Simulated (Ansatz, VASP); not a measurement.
BIr3Br: VASP beside Ansatz

```
B Ir Br
1.0
     4.15233    0.00000    0.00000
     0.00000    4.15233    0.00000
     0.00000    0.00000    4.15233
B Ir Br
1 3 1
Cartesian
  2.0762 2.0762 2.0762
  0.0000 2.0762 2.0762
  2.0762 0.0000 2.0762
  2.0762 2.0762 0.0000
  0.0000 0.0000 0.0000
```

Alike in both runs: functional PBEsol; k mesh 4 × 4 × 4; occupations gaussian, width 0.1175 eV; no spin polarisation.

Ansatz relaxed the structure, and its values are those at the end. VASP's run is a single point on that final structure, the one shown.

|  | VASP | Ansatz |
| --- | --- | --- |
| version | VASP 6.6.1 | Ansatz 0.2.0 |
| potentials or method | VASP PAW PBE potentials, release 64 (B, Ir, Br), cutoff 520 eV | PAW plane waves |
| valence electrons in the cell | 37 | 61 |

|  | VASP | Ansatz | Ansatz less VASP |
| --- | --- | --- | --- |
| gap on the k mesh at the Fermi level (eV) | none | none | - |
| pressure (GPa) | 0.9 | 0.0 | -0.92 |

VASP's potentials were made for PBE, not for PBEsol. A gap of «none» marks a metal or a gap that the smearing closes. VASP's potentials hold 37 valence electrons a cell and Ansatz's 61, so a difference there can come from the potentials and not from the codes.

The k mesh is coarse, so the values compare programs but aren't converged. Neither program's run includes spin-orbit coupling.
